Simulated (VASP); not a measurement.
The system is Al3C2.

```
CELL_PARAMETERS angstrom
3.29023 0.00000 0.00000
-1.64511 2.84942 0.00000
0.00000 0.00000 14.51104
ATOMIC_POSITIONS crystal
Al 0.33333 0.66667 0.97220
Al 0.66667 0.33333 0.47220
Al 0.33333 0.66667 0.52780
Al 0.66667 0.33333 0.02780
Al 0.33333 0.66667 0.75000
Al 0.66667 0.33333 0.25000
C 0.33333 0.66667 0.13985
C 0.66667 0.33333 0.63985
C 0.33333 0.66667 0.36015
C 0.66667 0.33333 0.86015
```

The cell was built from a structure type or drawn by symmetry, and may not be a known phase.

| Item | Value |
| --- | --- |
| Program | VASP 6.6.1 |
| Task | relaxation of cell and atoms |
| Functional | PBE |
| Potentials or basis | VASP PAW PBE potentials, release 64 (Al, C) |
| Cutoff | 600 eV |
| k mesh | 6 × 6 × 2 |
| Occupations | gaussian, width 0.1 eV |
| Spin | no spin polarisation |

At the start: pressure 7.4 GPa; volume 13.60 Å³/atom.

Question: Where does the relaxation end?

Answer: Over 13 steps the energy falls by 1537.1 meV/atom and the volume is 12.27 Å³/atom (-9.8 %); space group P6_3/mmc (No. 194, to 0.1 Å) before and after.

The path:
```
step  energy change (eV)  largest force (eV/Å)  pressure (GPa)  volume (Å³)
   1              0.0000                9.2947            7.37       136.04
   2            -10.9409                1.9719          -13.02       145.47
   3            -11.1896                1.9762          -14.56       144.45
   4            -13.9136                1.1897           -1.04       121.03
   5            -13.9291                1.1647            0.63       119.67
   6            -14.5902                0.8249           19.04       108.58
   7            -14.9826                0.4495            9.90       112.72
   8            -15.2619                0.9502           -1.64       121.83
   9            -15.2825                0.6933            0.44       119.87
  10            -15.3408                0.3583           -0.11       121.25
  11            -15.3679                0.0713           -0.47       122.94
  12            -15.3683                0.0657           -0.48       123.14
  13            -15.3713                0.0270            0.16       122.70
```

Final structure:
```
Al C
1.0
     3.24536    0.00000    0.00000
    -1.62268    2.81057    0.00000
     0.00000    0.00000   13.45227
Al C
6 4
Direct
  0.33333 0.66667 0.92860
  0.66667 0.33333 0.42860
  0.33333 0.66667 0.57140
  0.66667 0.33333 0.07140
  0.33333 0.66667 0.75000
  0.66667 0.33333 0.25000
  0.33333 0.66667 0.12549
  0.66667 0.33333 0.62549
  0.33333 0.66667 0.37451
  0.66667 0.33333 0.87451
```

Caveat: the k points lie up to 0.37 Å⁻¹ apart in the final cell, too coarse for converged energies and pressures of a metal.
